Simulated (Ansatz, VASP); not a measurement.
## PtSe2: VASP beside Ansatz

The input INCAR:

```
PREC     = Accurate       # precision mode
ENCUT    = 500            # plane-wave cutoff, eV
EDIFF    = 1E-6           # SCF threshold, eV
ISMEAR   = -1             # smearing method
SIGMA    = 0.5            # smearing width, eV
LREAL    = F              # projectors in reciprocal space
LASPH    = T              # aspherical terms in the spheres
NELM     = 120            # most SCF steps
ALGO     = Normal         # electronic algorithm
ISIF     = 2              # what is computed and relaxed
LWAVE    = F              # write WAVECAR
LCHARG   = F              # write CHGCAR
GGA      = PE             # functional
NBANDS   = 18             # bands
GGA_COMPAT= F
```

KPOINTS

```
Automatic mesh
0
Gamma
  6 6 6
```

Contents of POSCAR:

```
PtSe2
1.0
    1.8457016919      1.0656163687      5.7607123393
   -1.8457016919      1.0656163687      5.7607123393
    0.0000000000     -2.1312327373      5.7607123393
Pt Se
1 2
Direct
    0.0000000000      0.0000000000      0.0000000000
    0.2567812155      0.2567812155      0.2567812155
    0.7432187845      0.7432187845      0.7432187845
```

Input for Ansatz:

```yaml
crystal:
  lattice:
    - [1.8457016919, 1.0656163687, 5.7607123393]
    - [-1.8457016919, 1.0656163687, 5.7607123393]
    - [0.0, -2.1312327373, 5.7607123393]
  atoms:
    - { symbol: Pt, position: [0.0, 0.0, 0.0] }
    - { symbol: Se, position: [0.2567812155, 0.2567812155, 0.2567812155] }
    - { symbol: Se, position: [0.7432187845, 0.7432187845, 0.7432187845] }
kpoints:
  mp_grid: { grid: [6, 6, 6] }
hamiltonian:
  xc: pbe
scf:
  occupations: { method: fermi_dirac, width: 0.5 }
  n_extra_bands: 4
output:
  forces: true
  stress: true
  eigenvalues: true
```

Alike in both runs: task single point; functional PBE; k mesh 6 × 6 × 6; occupations fermi-dirac, width 0.5 eV; no spin polarisation.

|  | VASP | Ansatz |
| --- | --- | --- |
| version | VASP 6.6.1 | Ansatz 0.2.0 |
| potentials or method | VASP PAW PBE potentials, release 64 (Pt, Se) | plane waves |
| plane-wave cutoff (eV) | 500 | 420 |
| valence electrons in the cell | 22 | 50 |

VASP gave:

* pressure (GPa): 5.3
* traceless stress, the component that is largest in VASP (GPa): -1.30
* rms of the force components (eV/Å): 0.241

Question: What did Ansatz give for the same quantities?

Answer: Pressure (GPa): 5.3; traceless stress, the component that is largest in VASP (GPa): -1.30; rms of the force components (eV/Å): 0.239.

Atom by atom the forces differ by 0.002 eV/Å (rms over components). The functional is the same, so the differences come from potentials, cutoffs and numerics. VASP's potentials hold 22 valence electrons a cell and Ansatz's 50, so a difference there can come from the potentials and not from the codes.

Spin-orbit coupling is off throughout.
